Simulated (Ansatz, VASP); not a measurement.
## Two plane-wave programs on CaSe

INCAR

```
ALGO     = Normal         # electronic algorithm
EDIFF    = 1E-7           # SCF threshold, eV
ENCUT    = 520            # plane-wave cutoff, eV
ISIF     = 2              # what is computed and relaxed
ISMEAR   = 0              # smearing method
LASPH    = True           # aspherical terms in the spheres
LCHARG   = False          # write CHGCAR
LREAL    = False          # projectors in reciprocal space
LWAVE    = False          # write WAVECAR
NBANDS   = 15             # bands
NELM     = 100            # most SCF steps
PREC     = Accurate       # precision mode
SIGMA    = 0.05           # smearing width, eV
```

File KPOINTS:

```
k-points
0
Gamma
  6 6 6
```

POSCAR

```
CaSe
1.0
    0.0000000000      3.2010000000      3.3000000000
    3.2010000000      0.0000000000      3.3000000000
    3.2010000000      3.2010000000      0.0000000000
Ca Se
1 1
Direct
    0.0000000000      0.0000000000      0.0000000000
    0.7500000000      0.7500000000      0.7500000000
```

Input for Ansatz:

```yaml
crystal:
  lattice:
    - [0.0, 3.201, 3.3]
    - [3.201, 0.0, 3.3]
    - [3.201, 3.201, 0.0]
  atoms:
    - { symbol: Ca, position: [0.0, 0.0, 0.0] }
    - { symbol: Se, position: [0.75, 0.75, 0.75] }
basis:
  ecutwfc: 420
kpoints:
  mp_grid: { grid: [6, 6, 6] }
hamiltonian:
  xc: lda
scf:
  occupations: { method: gaussian, width: 0.05 }
output:
  forces: true
  stress: true
  eigenvalues: true
```

Change from the starting cell: strain -0.030 along x and y, +0.000 along z, atoms carried along.

Alike in both runs: task single point; functional LDA; k mesh 6 × 6 × 6; occupations gaussian, width 0.05 eV; no spin polarisation.

|  | VASP | Ansatz |
| --- | --- | --- |
| version | VASP 6.6.1 | Ansatz 0.2.0 |
| potentials or method | VASP PAW LDA potentials, release 64 (Ca_sv, Se), cutoff 520 eV | scalar-relativistic, plane waves, PAW |
| valence electrons in the cell | 16 | 26 |

VASP gave:

| Property | Result |
| --- | --- |
| gap on the k mesh at the Fermi level (eV) | 3.02 |
| least direct gap on the mesh (eV) | 3.18 |
| pressure (GPa) | -0.7 |
| traceless stress, the component that is largest in VASP (GPa) | -0.12 |

Q: What did Ansatz give for the same quantities?

A: gap on the k mesh at the Fermi level (eV): 3.01; least direct gap on the mesh (eV): 3.16; pressure (GPa): -0.9; traceless stress, the component that is largest in VASP (GPa): -0.13.

LDA's correlation is that of Perdew and Zunger in VASP and of Perdew and Wang (1992) in Ansatz. VASP's potentials hold 16 valence electrons a cell and Ansatz's 26, so a difference there can come from the potentials and not from the codes.
